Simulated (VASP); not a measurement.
# S (R-3) in VASP: notebook

S is run at these levels: PBEsol; tasks: single point.

Everything below comes from runs of VASP 6.6.1. Logs are shortened: lines on timing, memory, paths and dates and some standing lists are left out, and cuts for length are marked.

## 1. The cell of the first run

The structure is trigonal, space group R-3 (No. 148). Conventional cell: a = 10.419 Å, b = 10.419 Å, c = 4.378 Å, α = 90.00°, β = 90.00°, γ = 120.00°. Within 2.7 Å of S (site symmetry 1) lie 2 S at 2.08 Å.

## 2. Single point, PBEsol

File INCAR:

```
PREC = Accurate
ENCUT = 520
EDIFF = 1E-7
ISMEAR = 0
SIGMA = 0.02
LREAL = F
LASPH = T
NELM = 100
ALGO = Normal
ISIF = 2
LWAVE = F
LCHARG = F
GGA = PS
NBANDS = 27
```

File KPOINTS:

```
regular mesh
0
Gamma
  9 9 9
```

File POSCAR:

```
S
1.0
    5.2094788634      3.0076940241      1.4592627845
   -5.2094788634      3.0076940241      1.4592627845
    0.0000000000     -6.0153880483      1.4592627845
S
6
Direct
    0.5944933814      0.3538142002      0.2434457244
    0.2434457244      0.5944933814      0.3538142002
    0.3538142002      0.2434457244      0.5944933814
    0.4055066186      0.6461857998      0.7565542756
    0.7565542756      0.4055066186      0.6461857998
    0.6461857998      0.7565542756      0.4055066186
```

Potentials or basis: VASP PAW PBE potentials, release 64 (S).

Started as:

```console
$ cat potpaw_PBE.64/S/POTCAR > POTCAR
$ mpirun -np 1 vasp_std > vasp.out
```

OUTCAR:

```text
PREC = Accurate
   ENCUT = 520
   EDIFF = 1E-7
   ISMEAR = 0
   LREAL = F
   LASPH = T
   NELM = 100
   ISIF = 2
   GGA = PS

 ion  position               nearest neighbor table
   1  0.594  0.354  0.243-   6 2.08   5 2.08
   2  0.243  0.594  0.354-   6 2.08   4 2.08
   3  0.354  0.243  0.594-   5 2.08   4 2.08
   4  0.406  0.646  0.757-   3 2.08   2 2.08
   5  0.757  0.406  0.646-   3 2.08   1 2.08
   6  0.646  0.757  0.406-   2 2.08   1 2.08

  LATTYP: Found a trigonal (rhomboedric) cell.
 ALAT       =     6.1898579342
 COS(alpha) =    -0.4166324748

  Lattice vectors:

 A1 = (   5.2094788634,   3.0076940241,   1.4592627845)
 A2 = (  -5.2094788634,   3.0076940241,   1.4592627845)
 A3 = (   0.0000000000,  -6.0153880483,   1.4592627845)

Analysis of symmetry for initial positions (statically):
=====================================================================
 Subroutine PRICEL returns:
 Original cell was already a primitive cell.

 Routine SETGRP: Setting up the symmetry group for a
 trigonal (rhombohedral) supercell.

 Subroutine GETGRP returns: Found  6 space group operations
 (whereof  6 operations were pure point group operations)
 out of a pool of 12 trial point group operations.

The static configuration has the point symmetry S_6 .

Analysis of symmetry for dynamics (positions and initial velocities):
=====================================================================
 Subroutine PRICEL returns:
 Original cell was already a primitive cell.

 Routine SETGRP: Setting up the symmetry group for a
 trigonal (rhombohedral) supercell.

 Subroutine GETGRP returns: Found  6 space group operations
 (whereof  6 operations were pure point group operations)
 out of a pool of 12 trial point group operations.

The dynamic configuration has the point symmetry S_6 .

 Subroutine INISYM returns: Found  6 space group operations
 (whereof  6 operations are pure point group operations),
 and found     1 'primitive' translations

----------------------------------------------------------------------------------------

                                     Primitive cell

  volume of cell :     137.1869

  direct lattice vectors                    reciprocal lattice vectors
     5.209478863  3.007694024  1.459262784     0.095978890  0.055413438  0.228425844
    -5.209478863  3.007694024  1.459262784    -0.095978890  0.055413438  0.228425844
     0.000000000 -6.015388048  1.459262784     0.000000000 -0.110826876  0.228425844

  length of vectors
     6.189857934  6.189857934  6.189857934     0.253891636  0.253891636  0.253891636

  position of ions in fractional coordinates (direct lattice)
     0.594493381  0.353814200  0.243445724
     0.243445724  0.594493381  0.353814200
     0.353814200  0.243445724  0.594493381
     0.405506619  0.646185800  0.756554276
     0.756554276  0.405506619  0.646185800
     0.646185800  0.756554276  0.405506619

  ion indices of the primitive-cell ions
   primitive index   ion index
                 1           1
                 2           2
                 3           3
                 4           4
                 5           5
                 6           6

----------------------------------------------------------------------------------------

 KPOINTS: regular mesh

Automatic generation of k-mesh.
 Grid dimensions read from file:
 generate k-points for:    9    9    9

 Generating k-lattice:

  Cartesian coordinates                     Fractional coordinates (reciprocal lattice)
     0.010664321  0.006157049  0.025380649     0.111111111 -0.000000000 -0.000000000
    -0.010664321  0.006157049  0.025380649    -0.000000000  0.111111111 -0.000000000
     0.000000000 -0.012314097  0.025380649     0.000000000  0.000000000  0.111111111

  Length of vectors
     0.028210182  0.028210182  0.028210182

  Shift w.r.t. Gamma in fractional coordinates (k-lattice)
     0.000000000  0.000000000  0.000000000

 Subroutine IBZKPT returns following result:
 ===========================================

 Found    125 irreducible k-points:

 Following reciprocal coordinates:
            Coordinates               Weight
  0.000000  0.000000  0.000000      1.000000
  0.111111 -0.000000  0.000000      6.000000
  0.222222  0.000000  0.000000      6.000000
  0.333333  0.000000 -0.000000      6.000000
  0.444444  0.000000  0.000000      6.000000
  0.111111  0.111111  0.000000      6.000000
[... 16 lines left out ...]
  0.444444  0.222222  0.000000      6.000000
 -0.444444 -0.000000 -0.222222      6.000000
 [... further k-points ...]
   k-points           NKPTS =    125   k-points in BZ     NKDIM =    125   number of bands    NBANDS=     27
   number of dos      NEDOS =    301   number of ions     NIONS =      6
   total plane-waves  NPLWV = 110592
   dimension x,y,z NGX =    48 NGY =   48 NGZ =   48
   dimension x,y,z NGXF=    96 NGYF=   96 NGZF=   96
   ions per type =               6
   NGX,Y,Z   is equivalent  to a cutoff of  12.89, 12.89, 12.89 a.u.
   NGXF,Y,Z  is equivalent  to a cutoff of  25.78, 25.78, 25.78 a.u.
 SYSTEM =  unknown system
   PREC   = accura    normal or accurate (medium, high low for compatibility)
   ISTART =      0    job   : 0-new  1-cont  2-samecut
   ICHARG =      2    charge: 1-file 2-atom 10-const
   ISPIN  =      1    spin polarized calculation?
   LNONCOLLINEAR =      F non collinear calculations
   LSORBIT =      F    spin-orbit coupling
   LASPH  =      T    aspherical Exc in radial PAW
   ENCUT  =  520.0 eV  38.22 Ry    6.18 a.u.  11.51 11.51 11.51*2*pi/ulx,y,z
   NELM   =    100;   NELMIN=  2; NELMDL= -5     # of ELM steps
   EDIFF  = 0.1E-06   stopping-criterion for ELM
   LREAL  =      F    real-space projection
   EDIFFG = 0.1E-05   stopping-criterion for IOM
   NSW    =      0    number of steps for IOM
   IBRION =     -1    ionic relax: 0-MD 1-quasi-New 2-CG
   NFREE  =      0    steps in history (QN), initial steepest desc. (CG)
   ISIF   =      2    stress and relaxation
   ISYM   =      2    0-nonsym 1-usesym 2-fastsym
   POTIM  = 0.5000    time-step for ionic-motion
   TEBEG  =    0.0;   TEEND  =   0.0 temperature during run
   PSTRESS=    0.0 pullay stress
   NELECT =      36.0000    total number of electrons
   NUPDOWN=      -1.0000    fix difference up-down
   EMIN   =  10.00;   EMAX   =-10.00  energy-range for DOS
   EFERMI =   0.00;   METHOD = LEGACY
   ISMEAR =     0;   SIGMA  =   0.02  broadening in eV -4-tet -1-fermi 0-gaus
   EFERMI_NEDOS =   21; number of points for ismear=-14 and -15
   IALGO  =     38    algorithm
   IMIX   =      4    mixing-type and parameters
     AMIX     =   0.40;   BMIX     =  1.00
     AMIX_MAG =   1.60;   BMIX_MAG =  1.00
  volume/ion in A,a.u.               =      22.86       154.30
  Fermi-wavevector in a.u.,A,eV,Ry     =   1.048105  1.980631 14.946326  1.098524
  Thomas-Fermi vector in A             =   2.183013
   LORBIT       =      0    0 simple, 1 ext, 2 COOP (PROOUT), +10 PAW based schemes
   GGA     = PS    functional components
   LHFCALC =     F    Hartree Fock is set to
   AEXX    =    0.0000 exact exchange contribution
   IVDW    =     0    specifies the selected vdW correction
   LEPSILON=     F    determine dielectric tensor
   LRPA    =     F    only Hartree local field effects (RPA)
 non-spin polarized calculation
 Gauss-broadening in eV      SIGMA  =   0.02
  energy-cutoff  :      520.00
  volume of cell :      137.19
 maximum number of plane-waves:      3731
 NGX is ok and might be reduce to    48
   NGX = 23   NGY = 23   NGZ = 23

 number of electron      36.0000000 magnetization

 Free energy of the ion-electron system (eV)
  ---------------------------------------------------
  ext. energy  EPLUGINS =         0.00000000
  ---------------------------------------------------
  free energy    TOTEN  =       -26.10510989 eV

  energy without entropy =      -26.10510989  energy(sigma->0) =      -26.10510989

 E-fermi :   3.1143     XC(G=0):  -9.0478

 val. band max:        2.9533366286   @ k =   0.2222  -0.2222  -0.4444
 cond. band min:       5.0338400089   @ k =  -0.3333   0.2222   0.2222
 fundamental gap:      2.0805033803
 Fermi energy:         3.1142534683

 k-point     1 :       0.0000    0.0000    0.0000
  band No.  band energies     occupation
      1     -13.7169      2.00000
      2     -11.6281      2.00000
      3     -11.6281      2.00000
      4      -8.5795      2.00000
      5      -8.5795      2.00000
      6      -5.9009      2.00000
[... 19 lines left out ...]
     26       9.8162      0.00000
     27       9.9740      0.00000

 k-point     2 :       0.1111   -0.0000    0.0000
  band No.  band energies     occupation
      1     -13.6908      2.00000
      2     -11.6544      2.00000
      3     -11.6313      2.00000
      4      -8.5801      2.00000
      5      -8.5386      2.00000
      6      -5.9203      2.00000
[... 19 lines left out ...]
     26       9.8483      0.00000
     27       9.9605      0.00000

 k-point     3 :       0.2222    0.0000    0.0000
  band No.  band energies     occupation
      1     -13.6217      2.00000
      2     -11.7225      2.00000
      3     -11.6396      2.00000
      4      -8.5809      2.00000
      5      -8.4337      2.00000
      6      -5.9823      2.00000
[... 19 lines left out ...]
     26       9.8091      0.00000
     27      10.1725      0.00000

 k-point     4 :       0.3333    0.0000   -0.0000
  band No.  band energies     occupation
      1     -13.5368      2.00000
      2     -11.8037      2.00000
      3     -11.6492      2.00000
      4      -8.5809      2.00000
      5      -8.3112      2.00000
      6      -6.0735      2.00000
[... 19 lines left out ...]
     26      10.1068      0.00000
     27      10.4668      0.00000
[... 516 lines left out ...]
      4      -8.5207      2.00000
      5      -8.2594      2.00000
      6      -6.1175      2.00000
[... 19 lines left out ...]
     26      10.6184      0.00000
     27      10.8905      0.00000

 k-point    23 :       0.4444    0.2222    0.0000
  band No.  band energies     occupation
      1     -13.4426      2.00000
      2     -11.9460      2.00000
      3     -11.7132      2.00000
      4      -8.5488      2.00000
      5      -8.2525      2.00000
      6      -5.9792      2.00000
[... 19 lines left out ...]
     26      10.0444      0.00000
     27      10.8569      0.00000

 k-point    24 :      -0.4444   -0.0000   -0.2222
  band No.  band energies     occupation
      1     -13.4429      2.00000
      2     -11.9360      2.00000
      3     -11.7236      2.00000
      4      -8.5941      2.00000
      5      -8.1896      2.00000
      6      -6.0061      2.00000
[... 19 lines left out ...]
     26      10.1696      0.00000
     27      10.5639      0.00000

 [... further k-points ...]

------------------------ aborting loop because EDIFF is reached ----------------------------------------

  FORCE on cell =-STRESS in cart. coord.  units (eV):
  Direction    XX          YY          ZZ          XY          YZ          ZX
  --------------------------------------------------------------------------------------
  -------------------------------------------------------------------------------------
  Total       -0.4044679     -0.4044679     -0.1803787      0.0000000      0.0000000     -0.0000000
  in kB       -4.7236967     -4.7236967     -2.1066050      0.0000001      0.0000000     -0.0000000
  external PRESSURE =      -3.8513328 kB  Pullay stress =       0.0000000 kB

 VOLUME and BASIS-vectors are now :
 -----------------------------------------------------------------------------
  energy-cutoff  :      520.00
  volume of cell :      137.19
      direct lattice vectors                 reciprocal lattice vectors
     5.209478863  3.007694024  1.459262784     0.095978890  0.055413438  0.228425844
    -5.209478863  3.007694024  1.459262784    -0.095978890  0.055413438  0.228425844
     0.000000000 -6.015388048  1.459262784     0.000000000 -0.110826876  0.228425844

 POSITION                                       TOTAL-FORCE (eV/Angst)
 -----------------------------------------------------------------------------------
      1.25381      1.38780      1.73908        -0.050393     -0.058491      0.062650
     -1.82878      0.39193      1.73908         0.075851     -0.014396      0.062650
      0.57496     -1.77973      1.73908        -0.025459      0.072887      0.062650
     -1.25381     -1.38780      2.63871         0.050393      0.058491     -0.062650
      1.82878     -0.39193      2.63871        -0.075851      0.014396     -0.062650
     -0.57496      1.77973      2.63871         0.025459     -0.072887     -0.062650
 -----------------------------------------------------------------------------------
    total drift:                                0.000000     -0.000000      0.000000

  FREE ENERGIE OF THE ION-ELECTRON SYSTEM (eV)
  ---------------------------------------------------
  free  energy   TOTEN  =       -26.1051098885 eV

  energy  without entropy=      -26.1051098885  energy(sigma->0) =      -26.10510989
```

Wall time 6.7 min (1 thread of Intel Xeon Platinum 8488C (Sapphire Rapids), shared host); peak memory 0.5 GiB.

Results:

```
Free energy            : -26.1051 eV
Pressure               : -0.4 GPa
Largest force          : 0.099 eV/Å
Band gap on the k mesh : 2.08 eV, indirect (least direct gap 2.15 eV)
```

Forces in eV/Å, atoms in the order of the input:
```
S   -0.050 -0.058  0.063
S    0.076 -0.014  0.063
S   -0.025  0.073  0.063
S    0.050  0.058 -0.063
S   -0.076  0.014 -0.063
S    0.025 -0.073 -0.063
```

Caveat: the PAW data sets were made with another functional, which shifts forces and pressure a little.

## 3. Single point, PBEsol

This run uses another cell than the first one, of 23.56 Å³/atom, 1.030 times its volume.

File INCAR:

```
  PREC = Accurate
  ENCUT = 520
  EDIFF = 1E-7
  ISMEAR = 0
  SIGMA = 0.1
  LREAL = False
  LASPH = True
  NELM = 100
  ALGO = Normal
  ISIF = 2
  LWAVE = False
  LCHARG = False
  GGA = PS
  NBANDS = 27
```

File KPOINTS:

```
regular mesh
0
Gamma
  6 6 6
```

File POSCAR:

```
S
1.0
    5.3830001089      3.1078765619      1.4083300000
   -5.3830001089      3.1078765619      1.4083300000
    0.0000000000     -6.2157531238      1.4083300000
S
6
Direct
    0.5845000000      0.3510000000      0.2465000000
    0.2465000000      0.5845000000      0.3510000000
    0.3510000000      0.2465000000      0.5845000000
    0.4155000000      0.6490000000      0.7535000000
    0.7535000000      0.4155000000      0.6490000000
    0.6490000000      0.7535000000      0.4155000000
```

Potentials or basis: VASP PAW PBE potentials, release 64 (S).

Started as:

```console
$ cat potpaw_PBE.64/S/POTCAR > POTCAR
$ mpirun -np 1 vasp_std > vasp.out
```

It took 2 min on 1 thread of Intel Xeon Platinum 8488C (Sapphire Rapids), shared host; peak memory 0.35 GiB.

It converged, with:

| Item | Value |
| --- | --- |
| Free energy | -26.0852 eV |
| Pressure | -0.3 GPa |
| Largest force | 0.057 eV/Å |
| Band gap on the k mesh | 1.93 eV, indirect (least direct gap 2.02 eV) |

Forces on the atoms (eV/Å):
```
S    0.015  0.038  0.041
S   -0.040 -0.006  0.041
S    0.025 -0.031  0.041
S   -0.015 -0.038 -0.041
S    0.040  0.006 -0.041
S   -0.025  0.031 -0.041
```

Stress tensor (GPa, compression positive):
```
-0.49  0.00  0.00
 0.00 -0.49  0.00
 0.00  0.00 -0.07
```

Levels at points of the mesh, in eV from the valence-band top:
| k point | band 15 | band 16 | band 17 | band 18 | band 19 | band 20 | band 21 | band 22 |
| --- | --- | --- | --- | --- | --- | --- | --- | --- |
| (0.00, 0.00, 0.00) | -1.02 | -1.02 | -0.90 | -0.90 | 2.22 | 2.22 | 3.25 | 3.25 |
| (0.50, 0.00, 0.00) | -1.33 | -1.14 | -0.77 | -0.22 | 2.34 | 2.69 | 2.89 | 3.67 |
| (0.50, 0.50, 0.00) | -1.39 | -1.24 | -1.10 | -0.72 | 2.09 | 2.67 | 3.15 | 3.21 |
| (0.50, 0.50, 0.50) | -1.77 | -1.26 | -1.26 | 0.00 | 2.01 | 2.01 | 2.66 | 3.92 |

Caveat: the PAW data sets were made with another functional, which shifts forces and pressure a little. A k mesh can miss the band edges.
